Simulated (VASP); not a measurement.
# Si (P1) in VASP: single point with r2SCAN

Aim: the single point of Si with r2SCAN.

All numbers are computed with VASP 6.6.1; they aren't measurements. Logs are shortened: lines on timing, memory, paths and dates and some standing lists are left out, and cuts for length are marked.

## 1. The cell of the first run

The typed cell holds 8 atoms: a = 5.431 Å, b = 5.431 Å, c = 5.431 Å, α = 90.00°, β = 90.00°, γ = 90.00°.

## 2. Single point, r2SCAN (atoms moved at random)

The input, POSCAR:

```
Si
1.0
    5.4309400000      0.0000000000      0.0000000000
    0.0000000000     -5.4309400000      0.0000000000
    0.0000000000      0.0000000000     -5.4309400000
Si
8
Direct
    0.4367454758      0.0124037636     -0.0346944278
    0.0267548477      0.5028694156     -0.0345930867
    0.0134888702     -0.0004901876      0.4948501271
    0.4957718256      0.5299170283      0.4910665090
    0.8019723373      0.7754508356      0.7926616307
    0.2698951172      0.2151078617      0.7409626873
    0.2441733897      0.7470829309      0.2524709998
    0.7111981365      0.2176583519      0.2972755604
```

The input, INCAR.step1:

```
PREC = Accurate ; ENCUT = 520
ISMEAR = 0 ; SIGMA = 0.05
LREAL = F ; LASPH = T
NELM = 60 ; NBANDS = 26
GGA = PE ; ALGO = Normal
EDIFF = 1E-4 ; LWAVE = T
LCHARG = F
```

The input, INCAR.step2:

```
PREC = Accurate ; ENCUT = 520
EDIFF = 1E-7 ; ISMEAR = 0
SIGMA = 0.05 ; LREAL = F
LASPH = T ; NELM = 60
ALGO = Normal ; ISIF = 2
LWAVE = F ; LCHARG = T
METAGGA = R2SCAN ; LMIXTAU = T
LELF = T ; LVHAR = T
NBANDS = 26 ; ISTART = 1
```

The input, KPOINTS:

```
Automatic mesh
0
Gamma
  6 6 6
```

Potentials or basis: VASP PAW PBE potentials, release 64 (Si).

Started as:

```sh
$ cat potpaw_PBE.64/Si/POTCAR > POTCAR
$ cp INCAR.step1 INCAR
$ mpirun -np 1 vasp_std > vasp.out
$ cp INCAR.step2 INCAR
$ mpirun -np 1 vasp_std > vasp.out
```

OUTCAR:

```text
PREC = Accurate
   ENCUT = 520
   EDIFF = 1E-7
   ISMEAR = 0
   LREAL = F
   LASPH = T
   NELM = 60
   ISIF = 2
   METAGGA = R2SCAN
   ISTART = 1

 ion  position               nearest neighbor table
   1  0.437  0.012  0.965-   6 1.88   7 2.37   5 2.54   8 2.59
   2  0.027  0.503  0.965-   5 2.14   7 2.36   6 2.38   8 2.93
   3  0.013  1.000  0.495-   6 2.26   7 2.28   8 2.29   5 2.33
   4  0.496  0.530  0.491-   7 2.22   8 2.31   6 2.50   5 2.69
   5  0.802  0.775  0.793-   2 2.14   3 2.33   1 2.54   4 2.69
   6  0.270  0.215  0.741-   1 1.88   3 2.26   2 2.38   4 2.50
   7  0.244  0.747  0.252-   4 2.22   3 2.28   2 2.36   1 2.37
   8  0.711  0.218  0.297-   3 2.29   4 2.31   1 2.59   2 2.93

  LATTYP: Found a simple cubic cell.
 ALAT       =     5.4309400000

  Lattice vectors:

 A1 = (   5.4309400000,   0.0000000000,   0.0000000000)
 A2 = (   0.0000000000,  -5.4309400000,   0.0000000000)
 A3 = (   0.0000000000,   0.0000000000,  -5.4309400000)

Analysis of symmetry for initial positions (statically):
=====================================================================
 Subroutine PRICEL returns:
 Original cell was already a primitive cell.

 Routine SETGRP: Setting up the symmetry group for a
 simple cubic supercell.

 Subroutine GETGRP returns: Found  1 space group operations
 (whereof  1 operations were pure point group operations)
 out of a pool of 48 trial point group operations.

The static configuration has the point symmetry C_1 .

Analysis of symmetry for dynamics (positions and initial velocities):
=====================================================================
 Subroutine PRICEL returns:
 Original cell was already a primitive cell.

 Routine SETGRP: Setting up the symmetry group for a
 simple cubic supercell.

 Subroutine GETGRP returns: Found  1 space group operations
 (whereof  1 operations were pure point group operations)
 out of a pool of 48 trial point group operations.

The dynamic configuration has the point symmetry C_1 .

 Subroutine INISYM returns: Found  1 space group operations
 (whereof  1 operations are pure point group operations),
 and found     1 'primitive' translations

----------------------------------------------------------------------------------------

                                     Primitive cell

  volume of cell :     160.1862

  direct lattice vectors                    reciprocal lattice vectors
     5.430940000  0.000000000  0.000000000     0.184130187  0.000000000  0.000000000
     0.000000000 -5.430940000  0.000000000     0.000000000 -0.184130187  0.000000000
     0.000000000  0.000000000 -5.430940000     0.000000000  0.000000000 -0.184130187

  length of vectors
     5.430940000  5.430940000  5.430940000     0.184130187  0.184130187  0.184130187

  position of ions in fractional coordinates (direct lattice)
     0.436745476  0.012403764  0.965305572
     0.026754848  0.502869416  0.965406913
     0.013488870  0.999509812  0.494850127
     0.495771826  0.529917028  0.491066509
     0.801972337  0.775450836  0.792661631
     0.269895117  0.215107862  0.740962687
     0.244173390  0.747082931  0.252471000
     0.711198137  0.217658352  0.297275560

  ion indices of the primitive-cell ions
   primitive index   ion index
                 1           1
                 2           2
                 3           3
                 4           4
                 5           5
                 6           6
                 7           7
                 8           8

----------------------------------------------------------------------------------------

 KPOINTS: Automatic mesh

Automatic generation of k-mesh.
 Grid dimensions read from file:
 generate k-points for:    6    6    6

 Generating k-lattice:

  Cartesian coordinates                     Fractional coordinates (reciprocal lattice)
     0.030688365  0.000000000  0.000000000     0.166666667  0.000000000  0.000000000
     0.000000000 -0.030688365  0.000000000     0.000000000  0.166666667  0.000000000
     0.000000000  0.000000000 -0.030688365     0.000000000  0.000000000  0.166666667

  Length of vectors
     0.030688365  0.030688365  0.030688365

  Shift w.r.t. Gamma in fractional coordinates (k-lattice)
     0.000000000  0.000000000  0.000000000

 Subroutine IBZKPT returns following result:
 ===========================================

 Found    112 irreducible k-points:

 Following reciprocal coordinates:
            Coordinates               Weight
  0.000000  0.000000  0.000000      1.000000
  0.166667  0.000000  0.000000      2.000000
  0.000000  0.166667  0.000000      2.000000
  0.000000  0.000000  0.166667      2.000000
  0.333333  0.000000  0.000000      2.000000
  0.000000  0.333333  0.000000      2.000000
[... 16 lines left out ...]
  0.000000 -0.333333  0.166667      2.000000
 -0.166667  0.000000  0.333333      2.000000
 [... further k-points ...]
   k-points           NKPTS =    112   k-points in BZ     NKDIM =    112   number of bands    NBANDS=     26
   number of dos      NEDOS =    301   number of ions     NIONS =      8
   total plane-waves  NPLWV =  64000
   dimension x,y,z NGX =    40 NGY =   40 NGZ =   40
   dimension x,y,z NGXF=    80 NGYF=   80 NGZF=   80
   ions per type =               8
   NGX,Y,Z   is equivalent  to a cutoff of  12.24, 12.24, 12.24 a.u.
   NGXF,Y,Z  is equivalent  to a cutoff of  24.49, 24.49, 24.49 a.u.
 SYSTEM =  unknown system
   PREC   = accura    normal or accurate (medium, high low for compatibility)
   ISTART =      1    job   : 0-new  1-cont  2-samecut
   ICHARG =      0    charge: 1-file 2-atom 10-const
   ISPIN  =      1    spin polarized calculation?
   LNONCOLLINEAR =      F non collinear calculations
   LSORBIT =      F    spin-orbit coupling
   LASPH  =      T    aspherical Exc in radial PAW
   ENCUT  =  520.0 eV  38.22 Ry    6.18 a.u.  10.10 10.10 10.10*2*pi/ulx,y,z
   NELM   =     60;   NELMIN=  2; NELMDL=  0     # of ELM steps
   EDIFF  = 0.1E-06   stopping-criterion for ELM
   LREAL  =      F    real-space projection
   EDIFFG = 0.1E-05   stopping-criterion for IOM
   NSW    =      0    number of steps for IOM
   IBRION =     -1    ionic relax: 0-MD 1-quasi-New 2-CG
   NFREE  =      0    steps in history (QN), initial steepest desc. (CG)
   ISIF   =      2    stress and relaxation
   ISYM   =      2    0-nonsym 1-usesym 2-fastsym
   POTIM  = 0.5000    time-step for ionic-motion
   TEBEG  =    0.0;   TEEND  =   0.0 temperature during run
   PSTRESS=    0.0 pullay stress
   NELECT =      32.0000    total number of electrons
   NUPDOWN=      -1.0000    fix difference up-down
   EMIN   =  10.00;   EMAX   =-10.00  energy-range for DOS
   EFERMI =   0.00;   METHOD = LEGACY
   ISMEAR =     0;   SIGMA  =   0.05  broadening in eV -4-tet -1-fermi 0-gaus
   EFERMI_NEDOS =   21; number of points for ismear=-14 and -15
   IALGO  =     38    algorithm
   IMIX   =      4    mixing-type and parameters
     AMIX     =   0.40;   BMIX     =  1.00
     AMIX_MAG =   1.60;   BMIX_MAG =  1.00
  volume/ion in A,a.u.               =      20.02       135.12
  Fermi-wavevector in a.u.,A,eV,Ry     =   0.957010  1.808487 12.461143  0.915868
  Thomas-Fermi vector in A             =   2.085990
   LORBIT       =      0    0 simple, 1 ext, 2 COOP (PROOUT), +10 PAW based schemes
   METAGGA = R2SCAN    functional components
   LHFCALC =     F    Hartree Fock is set to
   AEXX    =    0.0000 exact exchange contribution
   IVDW    =     0    specifies the selected vdW correction
   LEPSILON=     F    determine dielectric tensor
   LRPA    =     F    only Hartree local field effects (RPA)
 non-spin polarized calculation
 Gauss-broadening in eV      SIGMA  =   0.05
  energy-cutoff  :      520.00
  volume of cell :      160.19
 maximum number of plane-waves:      4337
   NGX = 21   NGY = 21   NGZ = 21

 number of electron      32.0000000 magnetization

 Free energy of the ion-electron system (eV)
  ---------------------------------------------------
  ext. energy  EPLUGINS =         0.00000000
  ---------------------------------------------------
  free energy    TOTEN  =       -65.52941087 eV

  energy without entropy =      -65.52704205  energy(sigma->0) =      -65.52822646

 E-fermi :   6.0152     XC(G=0):  -9.8804

 val. band max:        6.0048271903   @ k =   0.3333   0.1667   0.3333
 cond. band min:       6.0229112296   @ k =   0.1667  -0.1667   0.1667
 fundamental gap:      0.0180840394
 Fermi energy:         6.0152114402

 k-point     1 :       0.0000    0.0000    0.0000
  band No.  band energies     occupation
      1      -7.1286      2.00000
      2      -3.7117      2.00000
      3      -3.0759      2.00000
      4      -2.8635      2.00000
      5      -2.4185      2.00000
      6      -1.9746      2.00000
[... 18 lines left out ...]
     25       9.3096      0.00000
     26       9.5346      0.00000

 k-point     2 :       0.1667    0.0000    0.0000
  band No.  band energies     occupation
      1      -7.0187      2.00000
      2      -4.0645      2.00000
      3      -3.3948      2.00000
      4      -2.9089      2.00000
      5      -2.2398      2.00000
      6      -1.6403      2.00000
[... 18 lines left out ...]
     25       9.6949      0.00000
     26      10.1038      0.00000

 k-point     3 :       0.0000    0.1667    0.0000
  band No.  band energies     occupation
      1      -7.0126      2.00000
      2      -4.1797      2.00000
      3      -3.2319      2.00000
      4      -2.9049      2.00000
      5      -2.2091      2.00000
      6      -1.7509      2.00000
[... 572 lines left out ...]
 k-point    23 :       0.0000   -0.3333    0.1667
  band No.  band energies     occupation
      1      -6.5660      2.00000
      2      -4.9945      2.00000
      3      -3.7852      2.00000
      4      -2.9347      2.00000
      5      -2.0158      2.00000
      6      -0.9467      2.00000
[... 18 lines left out ...]
     25      10.3208      0.00000
     26      10.6568      0.00000

 k-point    24 :      -0.1667    0.0000    0.3333
  band No.  band energies     occupation
      1      -6.5694      2.00000
      2      -4.9906      2.00000
      3      -3.6890      2.00000
      4      -3.1158      2.00000
      5      -1.6241      2.00000
      6      -1.3345      2.00000
[... 18 lines left out ...]
     25      10.4059      0.00000
     26      10.8162      0.00000

 [... further k-points ...]

------------------------ aborting loop because EDIFF is reached ----------------------------------------

  FORCE on cell =-STRESS in cart. coord.  units (eV):
  Direction    XX          YY          ZZ          XY          YZ          ZX
  --------------------------------------------------------------------------------------
  -------------------------------------------------------------------------------------
  Total        4.4425993      8.0696911      7.3892280      8.9181931     -8.4883479     -7.6349074
  in kB       44.4347472     80.7128121     73.9068403     89.1995041    -84.9002053    -76.3641187
  external PRESSURE =      66.3514665 kB  Pullay stress =       0.0000000 kB

 VOLUME and BASIS-vectors are now :
 -----------------------------------------------------------------------------
  energy-cutoff  :      520.00
  volume of cell :      160.19
      direct lattice vectors                 reciprocal lattice vectors
     5.430940000  0.000000000  0.000000000     0.184130187  0.000000000  0.000000000
     0.000000000 -5.430940000  0.000000000     0.000000000 -0.184130187  0.000000000
     0.000000000  0.000000000 -5.430940000     0.000000000  0.000000000 -0.184130187

 POSITION                                       TOTAL-FORCE (eV/Angst)
 -----------------------------------------------------------------------------------
      2.37194     -0.06736     -5.24252         7.503417      6.356112     -8.074324
      0.14530     -2.73105     -5.24307         0.130063      2.592708     -2.815049
      0.07326     -5.42828     -2.68750        -1.043682      0.328267     -0.101884
      2.69251     -2.87795     -2.66695         1.938242      1.039254     -2.194450
      4.35546     -4.21143     -4.30490        -3.486307     -0.955873      2.101852
      1.46578     -1.16824     -4.02412        -4.508353     -8.021654      6.632677
      1.32609     -4.05736     -1.37115        -0.585873     -0.007522      1.775879
      3.86247     -1.18209     -1.61449         0.052492     -1.331292      2.675299
 -----------------------------------------------------------------------------------
    total drift:                                0.000135     -0.000117     -0.000344

  FREE ENERGIE OF THE ION-ELECTRON SYSTEM (eV)
  ---------------------------------------------------
  free  energy   TOTEN  =       -65.5294108666 eV

  energy  without entropy=      -65.5270420546  energy(sigma->0) =      -65.52822646
```

It took 22 min on 1 thread of Intel Xeon Platinum 8259CL at 2.50GHz (Skylake/Cascade Lake), shared host; peak memory 0.46 GiB.

What came out:

| Property | Result |
| --- | --- |
| Free energy | -65.5294 eV |
| Pressure | 6.6 GPa |
| Largest force | 12.724 eV/Å |
| Band gap on the k mesh | zero (bands 16 and 17 overlap by 0.38 eV) |

Forces in eV/Å, atoms in the order of the input:
```
Si   7.503  6.356 -8.074
Si   0.130  2.593 -2.815
Si  -1.044  0.328 -0.102
Si   1.938  1.039 -2.194
Si  -3.486 -0.956  2.102
Si  -4.508 -8.022  6.633
Si  -0.586 -0.008  1.776
Si   0.052 -1.331  2.675
```

Levels at points of the mesh, in eV from the Fermi level:
| k point | band 14 | band 15 | band 16 | band 17 | band 18 | band 19 |
| --- | --- | --- | --- | --- | --- | --- |
| (0.00, 0.00, 0.00) | -1.45 | -0.69 | -0.37 | 0.15 | 0.21 | 0.72 |
| (0.50, 0.00, 0.00) | -2.51 | -1.45 | -1.36 | 0.43 | 0.98 | 2.35 |
| (0.00, 0.50, 0.00) | -2.31 | -1.76 | -1.17 | 0.40 | 0.82 | 2.36 |
| (0.00, 0.00, 0.50) | -2.18 | -2.05 | -1.38 | 0.43 | 0.88 | 2.24 |
| (0.50, 0.50, 0.00) | -2.19 | -1.26 | -0.61 | 1.12 | 1.87 | 2.43 |
| (0.00, 0.50, 0.50) | -1.98 | -1.02 | -0.82 | 1.36 | 1.85 | 2.21 |
| (0.50, 0.00, 0.50) | -1.91 | -1.22 | -0.68 | 1.27 | 1.82 | 2.27 |
| (0.50, 0.50, 0.50) | -0.87 | -0.53 | -0.04 | 0.86 | 1.07 | 1.32 |

Caveat: the cell differs from its parent crystal (atoms moved at random); the cell stands under pressure; semilocal functionals underestimate gaps, so a narrow gap can read as zero; the PAW data sets were made with another functional, which shifts forces and pressure a little.
